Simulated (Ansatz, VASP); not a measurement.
One calculation of GaN, two programs

The input INCAR:

```
SYSTEM = GaN
PREC = Accurate
ENCUT = 520
EDIFF = 1E-7
ISMEAR = 0
SIGMA = 0.02
LREAL = .False.
LASPH = .True.
NELM = 100
ALGO = Normal
ISIF = 2
LWAVE = .False.
LCHARG = .False.
GGA = PE
NBANDS = 16
```

The input KPOINTS:

```
regular mesh
0
Gamma
  8 8 8
  0 0 0
```

The input POSCAR:

```
GaN
1.0
    0.0000000000      2.2535010000      2.2535010000
    2.2535010000      0.0000000000      2.2535010000
    2.2535010000      2.2535010000      0.0000000000
Ga N
1 1
Direct
    0.0000000000      0.0000000000      0.0000000000
    0.7500000000      0.7500000000      0.7500000000
```

Input for Ansatz:

```yaml
crystal:
  lattice:
    - [0.0, 2.253501, 2.253501]
    - [2.253501, 0.0, 2.253501]
    - [2.253501, 2.253501, 0.0]
  atoms:
    - { symbol: Ga, position: [0.0, 0.0, 0.0] }
    - { symbol: "N", position: [0.75, 0.75, 0.75] }
basis:
  ecutwfc: 510.0
kpoints:
  mp_grid:
    grid: [8, 8, 8]
hamiltonian:
  xc: pbe
scf:
  occupations:
    method: gaussian
    width: 0.02
output:
  stress: true
```

Alike in both runs: task single point; functional PBE; k mesh 8 × 8 × 8; occupations gaussian, width 0.02 eV; no spin polarisation.

|  | VASP | Ansatz |
| --- | --- | --- |
| version | VASP 6.6.1 | Ansatz 0.2.0 |
| potentials or method | VASP PAW PBE potentials, release 64 (Ga_d, N), cutoff 520 eV | plane waves, PAW |
| valence electrons in the cell | 18 | 18 |

Ansatz gave:

- pressure (GPa): 5.0

Problem. What did VASP give for the same quantities?

Solution. Pressure (GPa): 5.1.

The functional is the same, so the differences come from potentials, cutoffs and numerics.
